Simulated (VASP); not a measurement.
Write the native input for VASP 6.6.1 that does the following.

- Task: single point
- Functional: PBEsol
- Dispersion: D3(BJ)
- Potentials or basis: VASP PAW PBE potentials, release 64 (Sn_d, O)
- Cutoff: 520 eV
- k mesh: 12 × 12 × 4
- Occupations: gaussian, width 0.05 eV
- Spin: no spin polarisation
- Dipole correction: no
- Further INCAR settings: ALGO = Normal; EDIFF = 1e-06; NBANDS = 35

The structure of SnO2 lies in POSCAR:

```
SnO2
1.0
    3.2573905445      0.0000000000      0.0000000000
   -1.6286952722      2.8209829616      0.0000000000
    0.0000000000      0.0000000000     10.3662620314
Sn O
2 4
Direct
   -0.1299075152      0.0000000000      0.5000000000
    0.1299075152      0.0000000000      0.0000000000
    0.5349147339      0.3333333333      0.4003665319
    0.7984185994      0.3333333333      0.0996334681
    0.2015814006      0.6666666667      0.5996334681
    0.4650852661      0.6666666667      0.9003665319
```

This cell differs from its parent crystal: atoms displaced along a vibrational mode, the cell strained.

One way to write it, as run:

INCAR

```
ALGO = Normal
EDIFF = 1E-6
ENCUT = 520
GGA = PS
ISIF = 2
ISMEAR = 0
IVDW = 12
LASPH = True
LCHARG = True
LELF = True
LREAL = False
LVHAR = True
LWAVE = False
NBANDS = 35
NELM = 80
PREC = Accurate
SIGMA = 0.05
```

KPOINTS

```
k-points
0
Gamma
  12 12 4
```

Potentials or basis: VASP PAW PBE potentials, release 64 (Sn_d, O).

Launch:

```console
$ cat potpaw_PBE.64/Sn_d/POTCAR potpaw_PBE.64/O/POTCAR > POTCAR
$ mpirun -np 1 vasp_std > vasp.out
```

It gave:

| Property | Result |
| --- | --- |
| Pressure | -9.0 GPa |
| Largest force | 0.683 eV/Å |
| Band gap on the k mesh | 1.78 eV (least direct gap 2.06 eV) |
| Dispersion energy per atom | -0.142 eV |

Caveat: the cell differs from its parent crystal (atoms displaced along a vibrational mode, the cell strained); the cell stands under tension; the PAW data sets were made with another functional, which shifts forces and pressure a little; spin-orbit coupling is left out, which moves the levels of the heavy elements.

Wall time 2.6 min on 1 thread of Intel(R) Xeon(R) 6975P-C (Granite Rapids), with other jobs on the host, peak memory 0.44 GiB.
